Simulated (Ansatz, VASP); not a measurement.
**Two plane-wave programs on HfC**

```
Hf C
1.0
     0.00000    2.31714    2.31714
     2.31714    0.00000    2.31714
     2.31714    2.31714    0.00000
Hf C
1 1
Direct
  0.00000 0.00000 0.00000
  0.50000 0.50000 0.50000
```

Alike in both runs: task single point; functional PBE; k mesh 6 × 6 × 6; occupations gaussian, width 0.1 eV; no spin polarisation.

|  | VASP | Ansatz |
| --- | --- | --- |
| version | VASP 6.6.1 | Ansatz 0.2.0 |
| potentials or method | VASP PAW PBE potentials, release 64 (Hf_pv, C), cutoff 600 eV | scalar-relativistic, plane waves, PAW |
| valence electrons in the cell | 14 | 30 |

|  | VASP | Ansatz | Ansatz less VASP |
| --- | --- | --- | --- |
| gap on the k mesh at the Fermi level (eV) | none | none | - |
| pressure (GPa) | 2.0 | 2.7 | +0.73 |

A gap of «none» marks a metal or a gap that the smearing closes. VASP's potentials hold 14 valence electrons a cell and Ansatz's 30, so a difference there can come from the potentials and not from the codes.

The k mesh is coarse, so the values compare programs but aren't converged. Spin-orbit coupling is off throughout.
